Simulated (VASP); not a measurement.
# GaN: single point with r2SCAN

GaN:

```
Ga N
1.0
     0.00000    2.37579    2.37579
     2.37579    0.00000    2.37579
     2.37579    2.37579    0.00000
Ga N
1 1
Direct
  0.00000 0.00000 0.00000
  0.25000 0.25000 0.25000
```

This cell differs from its parent crystal: strain +5.6%.

* Program: VASP 6.6.1
* Task: single point
* Functional: r2SCAN
* Potentials or basis: VASP PAW PBE potentials, release 64 (Ga_d, N)
* Cutoff: 520 eV
* k mesh: 10 × 10 × 10
* Occupations: gaussian, width 0.01 eV
* Spin: no spin polarisation

| Item | Value |
| --- | --- |
| Pressure | -22.0 GPa |
| Band gap on the k mesh | 1.07 eV, direct |

Levels at points of the mesh, in eV from the valence-band top:
| k point | band 5 | band 6 | band 7 | band 8 | band 9 | band 10 | band 11 | band 12 | band 13 | band 14 |
| --- | --- | --- | --- | --- | --- | --- | --- | --- | --- | --- |
| (0.00, 0.00, 0.00) | -13.60 | -13.60 | 0.00 | 0.00 | 0.00 | 1.07 | 9.97 | 9.97 | 9.97 | 16.34 |
| (0.50, 0.00, 0.00) | -13.57 | -12.46 | -6.20 | -0.82 | -0.82 | 4.06 | 8.57 | 10.13 | 10.13 | 15.13 |
| (0.50, 0.50, 0.00) | -13.55 | -12.06 | -5.60 | -2.27 | -2.27 | 3.68 | 6.22 | 11.46 | 13.23 | 13.23 |

Wall time 58 s on 1 thread of Intel(R) Xeon(R) 6975P-C (Granite Rapids), on a shared host, peak memory 0.17 GiB.

Caveat: the cell differs from its parent crystal (strain +5.6%); the PAW data sets were made with another functional, which shifts forces and pressure a little.
